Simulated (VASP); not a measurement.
# MgS (Fm-3m) in VASP: further runs

MgS is run at these levels: LDA; tasks: single point, relaxation of cell and atoms.

Program: VASP 6.6.1. These are calculated values, not measurements. Logs are shortened: lines on timing, memory, paths and dates and some standing lists are left out, and cuts for length are marked.

## 1. The cell of the first run

Symmetry: Fm-3m, No. 225, cubic system. The conventional cell has a = 5.129 Å, b = 5.129 Å, c = 5.129 Å, α = 90.00°, β = 90.00°, γ = 90.00°. Mg (site symmetry m-3m) has 6 S at 2.56 Å within 3.4 Å. Within 3.4 Å of S (site symmetry m-3m) lie 6 Mg at 2.56 Å.

## 2. Single point, LDA

INCAR reads:

```
SYSTEM = MgS
PREC     = Accurate       ! precision mode
ENCUT    = 600            ! plane-wave cutoff, eV
EDIFF    = 1E-6           ! SCF threshold, eV
ISMEAR   = 1              ! smearing method
SIGMA    = 0.01           ! smearing width, eV
LREAL    = .False.        ! projectors in reciprocal space
LASPH    = .True.         ! aspherical terms in the spheres
NELM     = 120            ! most SCF steps
ALGO     = Normal         ! electronic algorithm
ISIF     = 2              ! what is computed and relaxed
LWAVE    = .False.        ! write WAVECAR
LCHARG   = .True.         ! write CHGCAR
LELF     = .True.         ! ELF
LVHAR    = .True.       
NBANDS   = 11             ! bands
GGA_COMPAT= .False.
```

KPOINTS reads:

```
Automatic mesh
0
Gamma
  7 7 7
  0 0 0
```

POSCAR reads:

```
MgS
1.0
    0.0000000000      2.5646616240      2.5646616240
    2.5646616240      0.0000000000      2.5646616240
    2.5646616240      2.5646616240      0.0000000000
Mg S
1 1
Direct
    0.0000000000      0.0000000000      0.0000000000
    0.5000000000      0.5000000000      0.5000000000
```

Potentials or basis: VASP PAW LDA potentials, release 64 (Mg, S).

The run is started by

```bash
$ cat potpaw_LDA.64/Mg/POTCAR potpaw_LDA.64/S/POTCAR > POTCAR
$ mpirun -np 1 vasp_std > vasp.out
```

OUTCAR:

```text
SYSTEM = MgS
   PREC = Accurate
   ENCUT = 600
   EDIFF = 1E-6
   ISMEAR = 1
   LREAL = .False.
   LASPH = .True.
   NELM = 120
   ISIF = 2

 ion  position               nearest neighbor table
   1  0.000  0.000  0.000-   2 2.56   2 2.56   2 2.56   2 2.56   2 2.56   2 2.56
   2  0.500  0.500  0.500-   1 2.56   1 2.56   1 2.56   1 2.56   1 2.56   1 2.56

  LATTYP: Found a face centered cubic cell.
 ALAT       =     5.1293232480

  Lattice vectors:

 A1 = (   0.0000000000,   2.5646616240,   2.5646616240)
 A2 = (   2.5646616240,   0.0000000000,   2.5646616240)
 A3 = (   2.5646616240,   2.5646616240,   0.0000000000)

Analysis of symmetry for initial positions (statically):
=====================================================================
 Subroutine PRICEL returns:
 Original cell was already a primitive cell.

 Routine SETGRP: Setting up the symmetry group for a
 face centered cubic supercell.

 Subroutine GETGRP returns: Found 48 space group operations
 (whereof 48 operations were pure point group operations)
 out of a pool of 48 trial point group operations.

The static configuration has the point symmetry O_h .

Analysis of symmetry for dynamics (positions and initial velocities):
=====================================================================
 Subroutine PRICEL returns:
 Original cell was already a primitive cell.

 Routine SETGRP: Setting up the symmetry group for a
 face centered cubic supercell.

 Subroutine GETGRP returns: Found 48 space group operations
 (whereof 48 operations were pure point group operations)
 out of a pool of 48 trial point group operations.

The dynamic configuration has the point symmetry O_h .

 Subroutine INISYM returns: Found 48 space group operations
 (whereof 48 operations are pure point group operations),
 and found     1 'primitive' translations

----------------------------------------------------------------------------------------

                                     Primitive cell

  volume of cell :      33.7381

  direct lattice vectors                    reciprocal lattice vectors
     0.000000000  2.564661624  2.564661624    -0.194957493  0.194957493  0.194957493
     2.564661624  0.000000000  2.564661624     0.194957493 -0.194957493  0.194957493
     2.564661624  2.564661624  0.000000000     0.194957493  0.194957493 -0.194957493

  length of vectors
     3.626979252  3.626979252  3.626979252     0.337676283  0.337676283  0.337676283

  position of ions in fractional coordinates (direct lattice)
     0.000000000  0.000000000  0.000000000
     0.500000000  0.500000000  0.500000000

  ion indices of the primitive-cell ions
   primitive index   ion index
                 1           1
                 2           2

----------------------------------------------------------------------------------------

 KPOINTS: Automatic mesh

Automatic generation of k-mesh.
 Grid dimensions read from file:
 generate k-points for:    7    7    7

 Generating k-lattice:

  Cartesian coordinates                     Fractional coordinates (reciprocal lattice)
    -0.027851070  0.027851070  0.027851070     0.142857143  0.000000000  0.000000000
     0.027851070 -0.027851070  0.027851070     0.000000000  0.142857143  0.000000000
     0.027851070  0.027851070 -0.027851070     0.000000000  0.000000000  0.142857143

  Length of vectors
     0.048239469  0.048239469  0.048239469

  Shift w.r.t. Gamma in fractional coordinates (k-lattice)
     0.000000000  0.000000000  0.000000000

 Subroutine IBZKPT returns following result:
 ===========================================

 Found     20 irreducible k-points:

 Following reciprocal coordinates:
            Coordinates               Weight
  0.000000  0.000000  0.000000      1.000000
  0.142857  0.000000  0.000000      8.000000
  0.285714  0.000000  0.000000      8.000000
  0.428571  0.000000  0.000000      8.000000
  0.142857  0.142857  0.000000      6.000000
  0.285714  0.142857  0.000000     24.000000
[... 12 lines left out ...]
 -0.428571  0.428571  0.142857     24.000000
 -0.285714  0.428571  0.142857     24.000000
   k-points           NKPTS =     20   k-points in BZ     NKDIM =     20   number of bands    NBANDS=     11
   number of dos      NEDOS =    301   number of ions     NIONS =      2
   total plane-waves  NPLWV =  27000
   dimension x,y,z NGX =    30 NGY =   30 NGZ =   30
   dimension x,y,z NGXF=    60 NGYF=   60 NGZF=   60
   ions per type =               1   1
   NGX,Y,Z   is equivalent  to a cutoff of  13.75, 13.75, 13.75 a.u.
   NGXF,Y,Z  is equivalent  to a cutoff of  27.50, 27.50, 27.50 a.u.
 SYSTEM =  MgS
   PREC   = accura    normal or accurate (medium, high low for compatibility)
   ISTART =      0    job   : 0-new  1-cont  2-samecut
   ICHARG =      2    charge: 1-file 2-atom 10-const
   ISPIN  =      1    spin polarized calculation?
   LNONCOLLINEAR =      F non collinear calculations
   LSORBIT =      F    spin-orbit coupling
   LASPH  =      T    aspherical Exc in radial PAW
   ENCUT  =  600.0 eV  44.10 Ry    6.64 a.u.   7.24  7.24  7.24*2*pi/ulx,y,z
   NELM   =    120;   NELMIN=  2; NELMDL= -5     # of ELM steps
   EDIFF  = 0.1E-05   stopping-criterion for ELM
   LREAL  =      F    real-space projection
   EDIFFG = 0.1E-04   stopping-criterion for IOM
   NSW    =      0    number of steps for IOM
   IBRION =     -1    ionic relax: 0-MD 1-quasi-New 2-CG
   NFREE  =      0    steps in history (QN), initial steepest desc. (CG)
   ISIF   =      2    stress and relaxation
   ISYM   =      2    0-nonsym 1-usesym 2-fastsym
   POTIM  = 0.5000    time-step for ionic-motion
   TEBEG  =    0.0;   TEEND  =   0.0 temperature during run
   PSTRESS=    0.0 pullay stress
   NELECT =       8.0000    total number of electrons
   NUPDOWN=      -1.0000    fix difference up-down
   EMIN   =  10.00;   EMAX   =-10.00  energy-range for DOS
   EFERMI =   0.00;   METHOD = LEGACY
   ISMEAR =     1;   SIGMA  =   0.01  broadening in eV -4-tet -1-fermi 0-gaus
   EFERMI_NEDOS =   21; number of points for ismear=-14 and -15
   IALGO  =     38    algorithm
   IMIX   =      4    mixing-type and parameters
     AMIX     =   0.40;   BMIX     =  1.00
     AMIX_MAG =   1.60;   BMIX_MAG =  1.00
  volume/ion in A,a.u.               =      16.87       113.84
  Fermi-wavevector in a.u.,A,eV,Ry     =   1.013285  1.914830 13.969722  1.026746
  Thomas-Fermi vector in A             =   2.146444
   LORBIT       =      0    0 simple, 1 ext, 2 COOP (PROOUT), +10 PAW based schemes
   GGA     = CA    functional components
   LHFCALC =     F    Hartree Fock is set to
   AEXX    =    0.0000 exact exchange contribution
   IVDW    =     0    specifies the selected vdW correction
   LEPSILON=     F    determine dielectric tensor
   LRPA    =     F    only Hartree local field effects (RPA)
 non-spin polarized calculation
 Methfessel and Paxton  Order N= 1 SIGMA  =   0.01
  energy-cutoff  :      600.00
  volume of cell :       33.74
 maximum number of plane-waves:      1139
 NGX is ok and might be reduce to    30
   NGX = 15   NGY = 15   NGZ = 15

 number of electron       8.0000001 magnetization

 Free energy of the ion-electron system (eV)
  ---------------------------------------------------
  ext. energy  EPLUGINS =         0.00000000
  ---------------------------------------------------
  free energy    TOTEN  =        -9.59171122 eV

  energy without entropy =       -9.59171122  energy(sigma->0) =       -9.59171122

 E-fermi :   4.0499     XC(G=0): -10.1656

 val. band max:        3.9769860374   @ k =   0.0000   0.0000   0.0000
 cond. band min:       6.8439293435   @ k =   0.4286   0.4286   0.0000
 fundamental gap:      2.8669433061
 Fermi energy:         4.0498773887

 k-point     1 :       0.0000    0.0000    0.0000
  band No.  band energies     occupation
      1      -8.9166      2.00000
      2       3.9770      2.00000
      3       3.9770      2.00000
      4       3.9770      2.00000
      5       7.8149      0.00000
      6      11.7827      0.00000
      7      11.7827      0.00000
      8      11.7827      0.00000
      9      14.2859      0.00000
     10      14.2859      0.00000
     11      16.4299      0.00000

 k-point     2 :       0.1429    0.0000    0.0000
  band No.  band energies     occupation
      1      -8.7038      2.00000
      2       2.6139      2.00000
      3       3.8346      2.00000
      4       3.8346      2.00000
      5       8.7405      0.00000
      6      11.5025      0.00000
      7      12.0816      0.00000
      8      12.0816      0.00000
      9      13.5733      0.00000
     10      13.5733      0.00000
     11      16.5941      0.00000

 k-point     3 :       0.2857    0.0000    0.0000
  band No.  band energies     occupation
      1      -8.1454      2.00000
      2       0.5088      2.00000
      3       3.5539      2.00000
      4       3.5539      2.00000
      5       8.8167      0.00000
      6      11.4727      0.00000
      7      11.4727      0.00000
      8      12.8681      0.00000
      9      14.7133      0.00000
     10      14.7133      0.00000
     11      15.6749      0.00000

 k-point     4 :       0.4286    0.0000    0.0000
  band No.  band energies     occupation
      1      -7.5682      2.00000
      2      -0.9500      2.00000
      3       3.3585      2.00000
      4       3.3585      2.00000
      5       8.4666      0.00000
      6      10.8502      0.00000
      7      10.8502      0.00000
      8      14.2337      0.00000
      9      15.8442      0.00000
     10      17.3222      0.00000
     11      17.3222      0.00000

 k-point     5 :       0.1429    0.1429    0.0000
  band No.  band energies     occupation
      1      -8.6342      2.00000
      2       2.6896      2.00000
      3       3.5290      2.00000
      4       3.5290      2.00000
      5       9.2044      0.00000
      6      10.5703      0.00000
      7      12.1348      0.00000
      8      12.7080      0.00000
      9      12.7080      0.00000
     10      14.6379      0.00000
     11      17.9234      0.00000
[... 155 lines left out ...]
 k-point    17 :       0.4286    0.2857    0.1429
  band No.  band energies     occupation
      1      -7.7263      2.00000
      2       0.3755      2.00000
      3       2.0488      2.00000
      4       3.0035      2.00000
      5       9.5000      0.00000
      6      10.3233      0.00000
      7      11.1506      0.00000
      8      13.4733      0.00000
      9      14.7000      0.00000
     10      18.1255      0.00000
     11      19.4611      0.00000

 k-point    18 :      -0.4286    0.2857    0.1429
  band No.  band energies     occupation
      1      -7.2726      2.00000
      2      -0.3334      2.00000
      3       1.4510      2.00000
      4       2.6054      2.00000
      5       9.3631      0.00000
      6      10.3713      0.00000
      7      12.1198      0.00000
      8      13.2907      0.00000
      9      16.2554      0.00000
     10      17.7041      0.00000
     11      19.3539      0.00000

 k-point    19 :      -0.4286    0.4286    0.1429
  band No.  band energies     occupation
      1      -7.1194      2.00000
      2      -0.1287      2.00000
      3       1.4758      2.00000
      4       1.8907      2.00000
      5       8.1398      0.00000
      6       9.6721      0.00000
      7      12.9635      0.00000
      8      14.7326      0.00000
      9      17.1624      0.00000
     10      18.8553      0.00000
     11      19.8174      0.00000

 k-point    20 :      -0.2857    0.4286    0.1429
  band No.  band energies     occupation
      1      -7.0424      2.00000
      2       0.3327      2.00000
      3       0.4110      2.00000
      4       1.9712      2.00000
      5       8.8394      0.00000
      6      11.2218      0.00000
      7      12.5641      0.00000
      8      12.7332      0.00000
      9      17.1212      0.00000
     10      17.8088      0.00000
     11      20.8971      0.00000

------------------------ aborting loop because EDIFF is reached ----------------------------------------

  FORCE on cell =-STRESS in cart. coord.  units (eV):
  Direction    XX          YY          ZZ          XY          YZ          ZX
  --------------------------------------------------------------------------------------
  -------------------------------------------------------------------------------------
  Total       -0.1197520     -0.1197520     -0.1197520      0.0000000      0.0000000     -0.0000000
  in kB       -5.6868659     -5.6868659     -5.6868659      0.0000000      0.0000000     -0.0000000
  external PRESSURE =      -5.6868659 kB  Pullay stress =       0.0000000 kB

 VOLUME and BASIS-vectors are now :
 -----------------------------------------------------------------------------
  energy-cutoff  :      600.00
  volume of cell :       33.74
      direct lattice vectors                 reciprocal lattice vectors
     0.000000000  2.564661624  2.564661624    -0.194957493  0.194957493  0.194957493
     2.564661624  0.000000000  2.564661624     0.194957493 -0.194957493  0.194957493
     2.564661624  2.564661624  0.000000000     0.194957493  0.194957493 -0.194957493

 POSITION                                       TOTAL-FORCE (eV/Angst)
 -----------------------------------------------------------------------------------
      0.00000      0.00000      0.00000        -0.000000     -0.000000     -0.000000
      2.56466      2.56466      2.56466         0.000000      0.000000      0.000000
 -----------------------------------------------------------------------------------
    total drift:                               -0.000000     -0.000000      0.000000

  FREE ENERGIE OF THE ION-ELECTRON SYSTEM (eV)
  ---------------------------------------------------
  free  energy   TOTEN  =        -9.5917112235 eV

  energy  without entropy=       -9.5917112235  energy(sigma->0) =       -9.59171122
```

Run time: 4.7 s. Hardware: 1 thread of Intel Xeon Platinum 8481C at 2.70GHz (Sapphire Rapids), shared host; peak memory 0.14 GiB.

Results:

```
Free energy            : -9.5917 eV
Pressure               : -0.6 GPa
Band gap on the k mesh : 2.87 eV (least direct gap 3.84 eV)
```

Caveat: an odd mesh through Γ misses points on the zone boundary, where band edges can lie.

## 3. Relaxation of cell and atoms, LDA

This run uses another cell than the first one, of 18.61 Å³/atom.

INCAR reads:

```
SYSTEM = MgS
ALGO = Normal
EDIFF = 1E-7
EDIFFG = -0.02
ENCUT = 600
GGA_COMPAT = .False.
IBRION = 2
ISIF = 3
ISMEAR = 1
LASPH = .True.
LCHARG = .False.
LREAL = .False.
LWAVE = .False.
NELM = 120
NELMIN = 4
NSW = 80
PREC = Accurate
SIGMA = 0.01
```

KPOINTS reads:

```
k-points
0
Gamma
  7 7 7
  0 0 0
```

POSCAR reads:

```
MgS
1.0
    0.0000000000      2.6500000000      2.6500000000
    2.6500000000      0.0000000000      2.6500000000
    2.6500000000      2.6500000000      0.0000000000
Mg S
1 1
Direct
    0.0000000000      0.0000000000      0.0000000000
    0.5000000000      0.5000000000      0.5000000000
```

Potentials or basis: VASP PAW LDA potentials, release 64 (Mg, S).

The run is started by

```bash
$ cat potpaw_LDA.64/Mg/POTCAR potpaw_LDA.64/S/POTCAR > POTCAR
$ mpirun -np 1 vasp_std > vasp.out
```

Wall time 8 s (1 thread of Intel Xeon Platinum 8481C at 2.70GHz (Sapphire Rapids), shared host); peak memory 0.15 GiB.

Results (log left out):

* Free energy: -9.5922 eV
* Relaxed volume: 16.75 Å³/atom
* Relaxed cell: a = 3.619 Å, b = 3.619 Å, c = 3.619 Å, α = 60.00°, β = 60.00°, γ = 60.00°
* Space group after relaxing (to 0.1 Å): Fm-3m (No. 225)
* Energy gained by relaxing: 45.4 meV/atom
* Ionic steps: 3
* Pressure after relaxing: 0.0 GPa
* Band gap on the k mesh: 2.88 eV (least direct gap 3.90 eV)

The path:
```
step  energy change (eV)  largest force (eV/Å)  pressure (GPa)  volume (Å³)
   1              0.0000                0.0000           -7.19        37.22
   2             -0.0877                0.0000            1.63        32.90
   3             -0.0908                0.0000            0.02        33.51
```

Final structure:
```
CELL_PARAMETERS angstrom
0.00000 2.55881 2.55881
2.55881 0.00000 2.55881
2.55881 2.55881 0.00000
ATOMIC_POSITIONS crystal
Mg 0.00000 0.00000 0.00000
S 0.50000 0.50000 0.50000
```

Levels at points of the mesh, in eV from the valence-band top:
| k point | band 1 | band 2 | band 3 | band 4 | band 5 | band 6 | band 7 | band 8 |
| --- | --- | --- | --- | --- | --- | --- | --- | --- |
| (0.00, 0.00, 0.00) | -12.94 | 0.00 | 0.00 | 0.00 | 3.90 | 7.80 | 7.80 | 7.80 |

Caveat: an odd mesh through Γ misses points on the zone boundary, where band edges can lie.
